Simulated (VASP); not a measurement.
# C (P6_3/mmc) in VASP: single point with LDA

Aim: the single point of C with LDA.

Program: VASP 6.6.1. These are calculated values, not measurements. Logs are shortened: lines on timing, memory, paths and dates and some standing lists are left out, and cuts for length are marked.

### 1 The cell of the first run

The structure is hexagonal, space group P6_3/mmc (No. 194). Conventional cell: a = 2.490 Å, b = 2.490 Å, c = 8.214 Å, α = 90.00°, β = 90.00°, γ = 120.00°. C (site symmetry 3m) has 4 C at 1.53 Å within 2.0 Å. C (site symmetry 3m) has 4 C at 1.53 to 1.55 Å within 2.0 Å.

### 2 Single point, LDA

INCAR reads:

```
SYSTEM = C
ALGO = Normal
EDIFF = 1E-7
ENCUT = 520
GGA = CA
ISIF = 2
ISMEAR = 0
LASPH = .True.
LCHARG = .False.
LREAL = .False.
LWAVE = .False.
NBANDS = 26
NELM = 80
PREC = Accurate
SIGMA = 0.05
```

KPOINTS reads:

```
k-points
0
Gamma
  12 12 4
  0 0 0
```

POSCAR reads:

```
C
1.0
    2.4896249417      0.0000000000      0.0000000000
   -1.2448124708      2.1560784454      0.0000000000
    0.0000000000      0.0000000000      8.2142660865
C
8
Direct
    0.0000000000      0.0000000000      0.0929365318
    0.0000000000      0.0000000000      0.5929365318
    0.0000000000      0.0000000000      0.4070634682
    0.0000000000      0.0000000000      0.9070634682
    0.3333333333      0.6666666667      0.1555443640
    0.6666666667      0.3333333333      0.6555443640
    0.3333333333      0.6666666667      0.3444556360
    0.6666666667      0.3333333333      0.8444556360
```

Potentials or basis: VASP PAW LDA potentials, release 64 (C).

The run is started by

```console
$ cat potpaw_LDA.64/C/POTCAR > POTCAR
$ mpirun -np 1 vasp_std > vasp.out
```

OUTCAR:

```text
SYSTEM = C
   EDIFF = 1E-7
   ENCUT = 520
   GGA = CA
   ISIF = 2
   ISMEAR = 0
   LASPH = .True.
   LREAL = .False.
   NELM = 80
   PREC = Accurate

 ion  position               nearest neighbor table
   1  0.000  0.000  0.093-   5 1.53   5 1.53   5 1.53   4 1.53
   2  0.000  0.000  0.593-   6 1.53   6 1.53   6 1.53   3 1.53
   3  0.000  0.000  0.407-   7 1.53   7 1.53   7 1.53   2 1.53
   4  0.000  0.000  0.907-   8 1.53   8 1.53   8 1.53   1 1.53
   5  0.333  0.667  0.156-   1 1.53   1 1.53   1 1.53   7 1.55
   6  0.667  0.333  0.656-   2 1.53   2 1.53   2 1.53   8 1.55
   7  0.333  0.667  0.344-   3 1.53   3 1.53   3 1.53   5 1.55
   8  0.667  0.333  0.844-   4 1.53   4 1.53   4 1.53   6 1.55

  LATTYP: Found a hexagonal cell.
 ALAT       =     2.4896249417
 C/A-ratio  =     3.2993990175

  Lattice vectors:

 A1 = (   2.4896249417,   0.0000000000,   0.0000000000)
 A2 = (  -1.2448124708,   2.1560784454,   0.0000000000)
 A3 = (   0.0000000000,   0.0000000000,   8.2142660865)

Analysis of symmetry for initial positions (statically):
=====================================================================
 Subroutine PRICEL returns:
 Original cell was already a primitive cell.

 Routine SETGRP: Setting up the symmetry group for a
 hexagonal supercell.

 Subroutine GETGRP returns: Found 24 space group operations
 (whereof 12 operations were pure point group operations)
 out of a pool of 24 trial point group operations.

The static configuration has the point symmetry D_3d.
 The point group associated with its full space group is D_6h.

Analysis of symmetry for dynamics (positions and initial velocities):
=====================================================================
 Subroutine PRICEL returns:
 Original cell was already a primitive cell.

 Routine SETGRP: Setting up the symmetry group for a
 hexagonal supercell.

 Subroutine GETGRP returns: Found 24 space group operations
 (whereof 12 operations were pure point group operations)
 out of a pool of 24 trial point group operations.

The dynamic configuration has the point symmetry D_3d.
 The point group associated with its full space group is D_6h.

 Subroutine INISYM returns: Found 24 space group operations
 (whereof 12 operations are pure point group operations),
 and found     1 'primitive' translations

----------------------------------------------------------------------------------------

                                     Primitive cell

  volume of cell :      44.0928

  direct lattice vectors                    reciprocal lattice vectors
     2.489624942  0.000000000  0.000000000     0.401666927  0.231902508  0.000000000
    -1.244812471  2.156078445  0.000000000     0.000000000  0.463805017  0.000000000
     0.000000000  0.000000000  8.214266087     0.000000000  0.000000000  0.121739421

  length of vectors
     2.489624942  2.489624942  8.214266087     0.463805017  0.463805017  0.121739421

  position of ions in fractional coordinates (direct lattice)
     0.000000000  0.000000000  0.092936532
     0.000000000  0.000000000  0.592936532
     0.000000000  0.000000000  0.407063468
     0.000000000  0.000000000  0.907063468
     0.333333333  0.666666667  0.155544364
     0.666666667  0.333333333  0.655544364
     0.333333333  0.666666667  0.344455636
     0.666666667  0.333333333  0.844455636

  ion indices of the primitive-cell ions
   primitive index   ion index
                 1           1
                 2           2
                 3           3
                 4           4
                 5           5
                 6           6
                 7           7
                 8           8

----------------------------------------------------------------------------------------

 KPOINTS: k-points

Automatic generation of k-mesh.
 Grid dimensions read from file:
 generate k-points for:   12   12    4

 Generating k-lattice:

  Cartesian coordinates                     Fractional coordinates (reciprocal lattice)
     0.033472244  0.019325209  0.000000000     0.083333333 -0.000000000  0.000000000
     0.000000000  0.038650418  0.000000000     0.000000000  0.083333333  0.000000000
     0.000000000  0.000000000  0.030434855     0.000000000  0.000000000  0.250000000

  Length of vectors
     0.038650418  0.038650418  0.030434855

  Shift w.r.t. Gamma in fractional coordinates (k-lattice)
     0.000000000  0.000000000  0.000000000

 Subroutine IBZKPT returns following result:
 ===========================================

 Found     57 irreducible k-points:

 Following reciprocal coordinates:
            Coordinates               Weight
  0.000000  0.000000  0.000000      1.000000
  0.083333  0.000000  0.000000      6.000000
  0.166667  0.000000  0.000000      6.000000
  0.250000  0.000000  0.000000      6.000000
  0.333333  0.000000  0.000000      6.000000
  0.416667  0.000000  0.000000      6.000000
[... 16 lines left out ...]
  0.250000  0.000000  0.250000     12.000000
  0.333333  0.000000  0.250000     12.000000
 [... further k-points ...]
   k-points           NKPTS =     57   k-points in BZ     NKDIM =     57   number of bands    NBANDS=     26
   number of dos      NEDOS =    301   number of ions     NIONS =      8
   total plane-waves  NPLWV =  25600
   dimension x,y,z NGX =    20 NGY =   20 NGZ =   64
   dimension x,y,z NGXF=    40 NGYF=   40 NGZF=  128
   ions per type =               8
   NGX,Y,Z   is equivalent  to a cutoff of  13.36, 13.36, 12.95 a.u.
   NGXF,Y,Z  is equivalent  to a cutoff of  26.71, 26.71, 25.91 a.u.
 SYSTEM =  C
   PREC   = accura    normal or accurate (medium, high low for compatibility)
   ISTART =      0    job   : 0-new  1-cont  2-samecut
   ICHARG =      2    charge: 1-file 2-atom 10-const
   ISPIN  =      1    spin polarized calculation?
   LNONCOLLINEAR =      F non collinear calculations
   LSORBIT =      F    spin-orbit coupling
   LASPH  =      T    aspherical Exc in radial PAW
   ENCUT  =  520.0 eV  38.22 Ry    6.18 a.u.   4.63  4.63 15.27*2*pi/ulx,y,z
   NELM   =     80;   NELMIN=  2; NELMDL= -5     # of ELM steps
   EDIFF  = 0.1E-06   stopping-criterion for ELM
   LREAL  =      F    real-space projection
   EDIFFG = 0.1E-05   stopping-criterion for IOM
   NSW    =      0    number of steps for IOM
   IBRION =     -1    ionic relax: 0-MD 1-quasi-New 2-CG
   NFREE  =      0    steps in history (QN), initial steepest desc. (CG)
   ISIF   =      2    stress and relaxation
   ISYM   =      2    0-nonsym 1-usesym 2-fastsym
   POTIM  = 0.5000    time-step for ionic-motion
   TEBEG  =    0.0;   TEEND  =   0.0 temperature during run
   PSTRESS=    0.0 pullay stress
   NELECT =      32.0000    total number of electrons
   NUPDOWN=      -1.0000    fix difference up-down
   EMIN   =  10.00;   EMAX   =-10.00  energy-range for DOS
   EFERMI =   0.00;   METHOD = LEGACY
   ISMEAR =     0;   SIGMA  =   0.05  broadening in eV -4-tet -1-fermi 0-gaus
   EFERMI_NEDOS =   21; number of points for ismear=-14 and -15
   IALGO  =     38    algorithm
   IMIX   =      4    mixing-type and parameters
     AMIX     =   0.40;   BMIX     =  1.00
     AMIX_MAG =   1.60;   BMIX_MAG =  1.00
  volume/ion in A,a.u.               =       5.51        37.19
  Fermi-wavevector in a.u.,A,eV,Ry     =   1.471191  2.780148 29.448492  2.164403
  Thomas-Fermi vector in A             =   2.586357
   LORBIT       =      0    0 simple, 1 ext, 2 COOP (PROOUT), +10 PAW based schemes
   GGA     = CA    functional components
   LHFCALC =     F    Hartree Fock is set to
   AEXX    =    0.0000 exact exchange contribution
   IVDW    =     0    specifies the selected vdW correction
   LEPSILON=     F    determine dielectric tensor
   LRPA    =     F    only Hartree local field effects (RPA)
 non-spin polarized calculation
 Gauss-broadening in eV      SIGMA  =   0.05
  energy-cutoff  :      520.00
  volume of cell :       44.09
 maximum number of plane-waves:      1204
 NGX is ok and might be reduce to    20
   NGX =  9   NGY =  9   NGZ = 31

 number of electron      31.9999997 magnetization

 Free energy of the ion-electron system (eV)
  ---------------------------------------------------
  ext. energy  EPLUGINS =         0.00000000
  ---------------------------------------------------
  free energy    TOTEN  =       -80.90798039 eV

  energy without entropy =      -80.90798039  energy(sigma->0) =      -80.90798039

 E-fermi :  10.4918     XC(G=0): -13.6363

 val. band max:       10.2872877460   @ k =   0.0000   0.0000   0.0000
 cond. band min:      14.8720573701   @ k =   0.4167   0.0000   0.0000
 fundamental gap:      4.5847696241
 Fermi energy:        10.4917872005

 k-point     1 :       0.0000    0.0000    0.0000
  band No.  band energies     occupation
      1     -11.5700      2.00000
      2      -9.8966      2.00000
      3      -9.7897      2.00000
      4      -5.6751      2.00000
      5      -3.5483      2.00000
      6       3.3412      2.00000
[... 18 lines left out ...]
     25      18.8013      0.00000
     26      19.3577      0.00000

 k-point     2 :       0.0833    0.0000    0.0000
  band No.  band energies     occupation
      1     -11.3949      2.00000
      2      -9.7240      2.00000
      3      -9.6179      2.00000
      4      -5.5205      2.00000
      5      -3.3824      2.00000
      6       3.4315      2.00000
[... 18 lines left out ...]
     25      19.1896      0.00000
     26      19.6957      0.00000

 k-point     3 :       0.1667    0.0000    0.0000
  band No.  band energies     occupation
      1     -10.8714      2.00000
      2      -9.2083      2.00000
      3      -9.1047      2.00000
      4      -5.0590      2.00000
      5      -2.8958      2.00000
      6       3.6286      2.00000
[... 572 lines left out ...]
 k-point    23 :       0.2500    0.0000    0.2500
  band No.  band energies     occupation
      1      -9.8983      2.00000
      2      -9.0462      2.00000
      3      -7.3727      2.00000
      4      -5.0706      2.00000
      5      -1.2216      2.00000
      6       1.8766      2.00000
[... 18 lines left out ...]
     25      20.6233      0.00000
     26      22.0791      0.00000

 k-point    24 :       0.3333    0.0000    0.2500
  band No.  band energies     occupation
      1      -8.7052      2.00000
      2      -7.8662      2.00000
      3      -6.2282      2.00000
      4      -4.0016      2.00000
      5      -0.9425      2.00000
      6      -0.0053      2.00000
[... 18 lines left out ...]
     25      20.9028      0.00000
     26      22.7112      0.00000

 [... further k-points ...]

------------------------ aborting loop because EDIFF is reached ----------------------------------------

  FORCE on cell =-STRESS in cart. coord.  units (eV):
  Direction    XX          YY          ZZ          XY          YZ          ZX
  --------------------------------------------------------------------------------------
  -------------------------------------------------------------------------------------
  Total        0.4759371      0.4759371      0.4571087      0.0000000     -0.0000000      0.0000000
  in kB       17.2938970     17.2938970     16.6097389      0.0000000     -0.0000000      0.0000000
  external PRESSURE =      17.0658443 kB  Pullay stress =       0.0000000 kB

 VOLUME and BASIS-vectors are now :
 -----------------------------------------------------------------------------
  energy-cutoff  :      520.00
  volume of cell :       44.09
      direct lattice vectors                 reciprocal lattice vectors
     2.489624942  0.000000000  0.000000000     0.401666927  0.231902508  0.000000000
    -1.244812471  2.156078445  0.000000000     0.000000000  0.463805017  0.000000000
     0.000000000  0.000000000  8.214266087     0.000000000  0.000000000  0.121739421

 POSITION                                       TOTAL-FORCE (eV/Angst)
 -----------------------------------------------------------------------------------
      0.00000      0.00000      0.76341        -0.000000      0.000000     -0.000524
      0.00000      0.00000      4.87054         0.000000      0.000000     -0.000524
      0.00000      0.00000      3.34373        -0.000000      0.000000      0.000524
      0.00000      0.00000      7.45086         0.000000     -0.000000      0.000524
     -0.00000      1.43739      1.27768        -0.000000      0.000000      0.004713
      1.24481      0.71869      5.38482         0.000000     -0.000000      0.004713
     -0.00000      1.43739      2.82945        -0.000000      0.000000     -0.004713
      1.24481      0.71869      6.93658         0.000000     -0.000000     -0.004713
 -----------------------------------------------------------------------------------
    total drift:                                0.000000     -0.000000      0.000000

  FREE ENERGIE OF THE ION-ELECTRON SYSTEM (eV)
  ---------------------------------------------------
  free  energy   TOTEN  =       -80.9079803947 eV

  energy  without entropy=      -80.9079803947  energy(sigma->0) =      -80.90798039
```

It took 1.7 min on 1 thread of Intel Xeon 8259CL, shared host; peak memory 0.16 GiB.

What came out:

| Quantity | Value |
| --- | --- |
| Free energy | -80.9080 eV |
| Pressure | 1.7 GPa |
| Largest force | 0.005 eV/Å |
| Band gap on the k mesh | 4.58 eV (least direct gap 5.32 eV) |

Forces in eV/Å, atoms in the order of the input:
```
C    0.000  0.000 -0.001
C    0.000  0.000 -0.001
C    0.000  0.000  0.001
C    0.000  0.000  0.001
C    0.000  0.000  0.005
C    0.000  0.000  0.005
C    0.000  0.000 -0.005
C    0.000  0.000 -0.005
```

A k mesh can miss the band edges. LDA gaps usually lie below the measured ones, often by a third to a half.
